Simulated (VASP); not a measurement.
Write the native input for VASP 6.6.1 that does the following.

```
Task                   : single point
Functional             : RPBE
Dispersion             : D4
Potentials or basis    : VASP PAW PBE potentials, release 64 (Pb_d)
Cutoff                 : 520 eV
k mesh                 : 9 × 9 × 9
Occupations            : fermi-dirac, width 0.05 eV
Spin                   : no spin polarisation
Dipole correction      : no
Further INCAR settings : ALGO = Normal; EDIFF = 1e-07; NBANDS = 13
```

The structure of Pb lies in POSCAR:

```
Pb
1.0
    0.0000000000      2.4584086270      2.4584086270
    2.4584086270      0.0000000000      2.4584086270
    2.4584086270      2.4584086270      0.0000000000
Pb
1
Direct
    0.0000000000      0.0000000000      0.0000000000
```

One way to write it, as run:

INCAR

```
SYSTEM = Pb
ALGO     = Normal         ! electronic algorithm
EDIFF    = 1E-7           ! SCF threshold, eV
ENCUT    = 520            ! plane-wave cutoff, eV
GGA      = RP             ! functional
ISIF     = 2              ! what is computed and relaxed
ISMEAR   = -1             ! smearing method
IVDW     = 13             ! dispersion correction
LASPH    = .TRUE.         ! aspherical terms in the spheres
LCHARG   = .TRUE.         ! write CHGCAR
LELF     = .TRUE.         ! ELF
LREAL    = .FALSE.        ! projectors in reciprocal space
LVHAR    = .TRUE.       
LWAVE    = .FALSE.        ! write WAVECAR
NBANDS   = 13             ! bands
NELM     = 100            ! most SCF steps
PREC     = Accurate       ! precision mode
SIGMA    = 0.05           ! smearing width, eV
```

KPOINTS

```
k-points
0
G
  9 9 9
  0 0 0
```

Potentials or basis: VASP PAW PBE potentials, release 64 (Pb_d).

Launch:

```console
$ cat potpaw_PBE.64/Pb_d/POTCAR > POTCAR
$ mpirun -np 1 vasp_std > vasp.out
```

It gave:

* Pressure: 1.2 GPa
* Band gap on the k mesh: zero (band 7 reaches 15.24 eV, above the bottom of band 8 at 6.05 eV)
* Dispersion energy per atom: -0.743 eV

Caveat: the PAW data sets were made with another functional, which shifts forces and pressure a little; spin-orbit coupling is left out, which moves the levels of the heavy elements; pairwise dispersion overbinds metals, which lowers pressure and volume.

It took 25 s on 1 thread of AMD EPYC 7R13, with other jobs on the host, peak memory 0.13 GiB.
